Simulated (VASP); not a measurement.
Runs of VASP 6.6.1 on TePb. The structure is that of space group F-43m (No. 216), or close to it. The cells are those of the table. 

```tsv
level	cell	gap on the mesh (eV)	pressure (GPa)
PBE	a = 5.131 Å, angles 60.0°, 2 atoms	0.72	0.8
r2SCAN	a = 5.201 Å, angles 60.0°, 2 atoms	0.96	-0.7
PBE	a = 5.285 Å, angles 60.0°, 2 atoms	(c)	(b)
PBE	a = 5.235 Å, angles 60.0°, 2 atoms	0.82	-0.7
PBE	a = 5.150 Å, angles 60.0°, 2 atoms	(a)	0.5
```

Alike in all rows: task single point; potentials or basis VASP PAW PBE potentials, release 64 (Pb_d, Te); no spin polarisation; k mesh 6 × 6 × 6; cutoff (eV) 520; smearing gaussian 0.01 eV.

Question: Fill in the values left out.

Answer: (a) 0.74; (b) -1.3; (c) 0.87.

Caveats: spin-orbit coupling is left out, which moves the levels of the heavy elements; the PAW data sets were made with another functional, which shifts forces and pressure a little (at least some runs).

A k mesh can miss the band edges, and the runs leave out spin-orbit coupling on Pb, Te.
